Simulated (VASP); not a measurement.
**C: single point with r2SCAN**

C:

```
C
1.0
     2.38435    0.00000    0.00000
    -1.19217    2.06491    0.00000
     0.00000    0.00000    8.07332
C
8
Direct
  0.00000 0.00000 0.09293
  0.00000 0.00000 0.59293
  0.00000 0.00000 0.40707
  0.00000 0.00000 0.90707
  0.33333 0.66667 0.15550
  0.66667 0.33333 0.65550
  0.33333 0.66667 0.34450
  0.66667 0.33333 0.84450
```

This cell differs from its parent crystal: strain -0.050 along x and y, -0.025 along z.

```json
{"Program": "VASP 6.6.1", "Task": "single point", "Functional": "r2SCAN", "Potentials or basis": "VASP PAW PBE potentials, release 64 (C)", "Cutoff": "520 eV", "k mesh": "12 × 12 × 4", "Occupations": "gaussian, width 0.05 eV", "Spin": "no spin polarisation", "Dipole correction": "no", "Further INCAR settings": "ALGO = Normal; EDIFF = 1e-06; NBANDS = 26"}
```

| Property | Result |
| --- | --- |
| Pressure | 74.9 GPa |
| Largest force | 0.375 eV/Å |
| Band gap on the k mesh | 5.26 eV (least direct gap 5.32 eV) |

Forces on the atoms (eV/Å):
```
C    0.000  0.000 -0.255
C    0.000  0.000 -0.255
C    0.000  0.000  0.255
C    0.000  0.000  0.255
C    0.000  0.000  0.375
C    0.000  0.000  0.375
C    0.000  0.000 -0.375
C    0.000  0.000 -0.375
```

Stress tensor (GPa, compression positive):
```
89.43  0.00  0.00
 0.00 89.43  0.00
 0.00  0.00 45.99
```

Levels at points of the mesh, in eV from the valence-band top:
| k point | band 13 | band 14 | band 15 | band 16 | band 17 | band 18 | band 19 | band 20 |
| --- | --- | --- | --- | --- | --- | --- | --- | --- |
| (0.00, 0.00, 0.00) | -1.90 | -0.34 | 0.00 | 0.00 | 5.32 | 6.15 | 6.15 | 8.13 |
| (0.50, 0.00, 0.00) | -5.84 | -5.72 | -4.49 | -3.69 | 5.56 | 5.84 | 6.91 | 7.02 |
| (0.00, 0.00, 0.50) | -0.71 | -0.71 | -0.71 | -0.71 | 7.00 | 7.00 | 7.00 | 7.00 |
| (0.50, 0.00, 0.50) | -5.66 | -5.66 | -4.45 | -4.45 | 5.90 | 5.90 | 7.46 | 7.46 |

Wall time 2.4 min on 1 thread of Intel(R) Xeon(R) Platinum 8375C CPU @ 2.90GHz (Ice Lake), with other jobs on the host, peak memory 0.17 GiB.

Caveat: the cell differs from its parent crystal (strain -0.050 along x and y, -0.025 along z); the cell stands under pressure; the PAW data sets were made with another functional, which shifts forces and pressure a little. A k mesh can miss the band edges.
